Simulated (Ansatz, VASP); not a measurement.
BaTe in VASP and in Ansatz

File INCAR:

```
ALGO     = Normal         # electronic algorithm
EDIFF    = 1E-6           # SCF threshold, eV
ENCUT    = 520            # plane-wave cutoff, eV
GGA      = PE             # functional
ISIF     = 2              # what is computed and relaxed
ISMEAR   = -1             # smearing method
LASPH    = True           # aspherical terms in the spheres
LCHARG   = False          # write CHGCAR
LREAL    = False          # projectors in reciprocal space
LWAVE    = False          # write WAVECAR
NBANDS   = 15             # bands
NELM     = 100            # most SCF steps
PREC     = Accurate       # precision mode
SIGMA    = 0.05           # smearing width, eV
```

The input KPOINTS:

```
k-points
0
Gamma
  4 4 4
```

File POSCAR:

```
BaTe
1.0
    0.0000000000      3.5323793130      3.5323793130
    3.5323793130      0.0000000000      3.5323793130
    3.5323793130      3.5323793130      0.0000000000
Ba Te
1 1
Direct
    0.0000000000      0.0000000000      0.0000000000
    0.5000000000      0.5000000000      0.5000000000
```

Input for Ansatz:

```yaml
crystal:
  lattice:
    - [0.0, 3.532379313, 3.532379313]
    - [3.532379313, 0.0, 3.532379313]
    - [3.532379313, 3.532379313, 0.0]
  atoms:
    - { symbol: Ba, position: [0.0, 0.0, 0.0] }
    - { symbol: Te, position: [0.5, 0.5, 0.5] }
kpoints:
  mp_grid: { grid: [4, 4, 4] }
hamiltonian:
  xc: pbe
scf:
  occupations: { method: fermi_dirac, width: 0.05 }
  n_extra_bands: 4
output:
  forces: true
  stress: true
  eigenvalues: true
```

Alike in both runs: task single point; functional PBE; k mesh 4 × 4 × 4; occupations fermi-dirac, width 0.05 eV; no spin polarisation.

|  | VASP | Ansatz |
| --- | --- | --- |
| version | VASP 6.6.1 | Ansatz 0.2.0 |
| potentials or method | VASP PAW PBE potentials, release 64 (Ba_sv, Te) | plane waves |
| plane-wave cutoff (eV) | 520 | 420 |
| valence electrons in the cell | 16 | 26 |

```tsv
	VASP	Ansatz	Ansatz less VASP
pressure (GPa)	0.4	0.0	-0.31
```

VASP's potentials hold 16 valence electrons a cell and Ansatz's 26, so a difference there can come from the potentials and not from the codes.

Spin-orbit coupling is off throughout.
